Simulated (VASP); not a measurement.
Wanted: the native input for a VASP 6.6.1 run.

* Task: single point
* Functional: PBE
* Potentials or basis: VASP PAW PBE potentials, release 64 (Rb_sv, Cu)
* Cutoff: 600 eV
* k mesh: 6 × 6 × 6
* Occupations: gaussian, width 0.02 eV
* Spin: no spin polarisation
* Dipole correction: no
* Further INCAR settings: ALGO = Normal; EDIFF = 1e-06; NBANDS = 17

The structure of RbCu lies in POSCAR:

```
RbCu
1.0
    4.8401981878      0.0000000000      0.0000000000
   -2.4200990939      4.1917345900      0.0000000000
    0.0000000000      0.0000000000      4.4078031309
Rb Cu
1 1
Direct
    0.3333333333      0.6666666667      0.5000000000
    0.0000000000      0.0000000000      0.0000000000
```

The cell was generated, and may not be a known phase.

The input as run:

INCAR

```
SYSTEM = RbCu
PREC = Accurate ; ENCUT = 600
EDIFF = 1E-6 ; ISMEAR = 0
SIGMA = 0.02 ; LREAL = .False.
LASPH = .True. ; NELM = 120
ALGO = Normal ; ISIF = 2
LWAVE = .False. ; LCHARG = .False.
GGA = PE ; NBANDS = 17
GGA_COMPAT = .False.
```

KPOINTS

```
Automatic mesh
0
Gamma
  6 6 6
  0 0 0
```

Potentials or basis: VASP PAW PBE potentials, release 64 (Rb_sv, Cu).

The run is started by

```sh
$ cat potpaw_PBE.64/Rb_sv/POTCAR potpaw_PBE.64/Cu/POTCAR > POTCAR
$ mpirun -np 1 vasp_std > vasp.out
```

Results of the run:

The pressure is 0.0 GPa and the band gap on the k mesh is 0.83 eV (least direct gap 1.13 eV).

Wall time 58 s on 1 thread of Intel Xeon 8259CL, with other jobs on the host, peak memory 0.25 GiB.
